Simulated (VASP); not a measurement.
Write the native input for VASP 6.6.1 that does the following.

* Task: single point
* Functional: PBE
* Potentials or basis: VASP PAW PBE potentials, release 64 (Ga_d, P)
* Cutoff: 520 eV
* k mesh: 9 × 9 × 9
* Occupations: gaussian, width 0.05 eV
* Spin: no spin polarisation
* Dipole correction: no
* Further INCAR settings: ALGO = Normal; EDIFF = 1e-06; NBANDS = 26

The structure of GaP lies in POSCAR:

```
GaP
1.0
    1.7487136579      1.0096203011      6.4308101003
   -1.7487136579      1.0096203011      6.4308101003
    0.0000000000     -2.0192406023      6.4308101003
Ga P
2 2
Direct
    0.4353720000      0.4353720000      0.4353720000
    0.5646280000      0.5646280000      0.5646280000
    0.0573890000      0.0573890000      0.0573890000
    0.9426110000      0.9426110000      0.9426110000
```

This cell differs from its parent crystal: strain -0.1000 x Voigt [1, 1, 0, 0, 0, 0].

The input as run:

INCAR

```
ALGO = Normal ; EDIFF = 1E-6
ENCUT = 520 ; GGA = PE
ISIF = 2 ; ISMEAR = 0
LASPH = True ; LCHARG = False
LREAL = False ; LWAVE = False
NBANDS = 26 ; NELM = 100
PREC = Accurate ; SIGMA = 0.05
```

KPOINTS

```
k-points
0
Gamma
  9 9 9
```

Potentials or basis: VASP PAW PBE potentials, release 64 (Ga_d, P).

The run is started by

```sh
$ cat potpaw_PBE.64/Ga_d/POTCAR potpaw_PBE.64/P/POTCAR > POTCAR
$ mpirun -np 1 vasp_std > vasp.out
```

It gave:

```json
{"Pressure": "24.6 GPa", "Largest force": "1.592 eV/Å", "Band gap on the k mesh": "0.11 eV (least direct gap 0.53 eV)"}
```

Caveat: the cell differs from its parent crystal (strain -0.1000 x Voigt [1, 1, 0, 0, 0, 0]); the stress differs along the axes, from 6 to 34 GPa; semilocal functionals underestimate gaps, and a narrow one can read as zero; forces of over 1 eV/Å act on the atoms, so gaps and moduli don't describe the material at rest.

It took 3.1 min on 1 thread of Intel(R) Xeon(R) 6975P-C (Granite Rapids), on a shared host, peak memory 0.41 GiB.
